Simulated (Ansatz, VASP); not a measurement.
# Sn in VASP and in Ansatz

```xyz
1
Lattice="-1.7265 1.7755 2.3383 1.7265 -1.7755 2.3383 1.7265 1.7755 -2.3383" Properties=species:S:1:pos:R:3 pbc="T T T"
Sn    0.0000    0.0000    0.0000
```

Alike in both runs: task relaxation of cell and atoms; functional RPBE; k mesh 11 × 11 × 11; occupations fermi-dirac, width 0.05 eV; no spin polarisation.

|  | VASP | Ansatz |
| --- | --- | --- |
| version | VASP 6.6.1 | Ansatz 0.2.0 |
| potentials or method | VASP PAW PBE potentials, release 64 (Sn_d), cutoff 600 eV | all-electron LAPW, scalar-relativistic |

|  | VASP | Ansatz | Ansatz less VASP |
| --- | --- | --- | --- |
| relaxed volume (Å³/atom) | 28.89 | 28.89 | +0.001 |
| relaxed cell length with the largest relative difference (Å) | 3.426 | 3.426 | -0.0001 |

VASP's potentials were made for PBE, not for RPBE. Ansatz ran all-electron here, and VASP with PAW potentials.
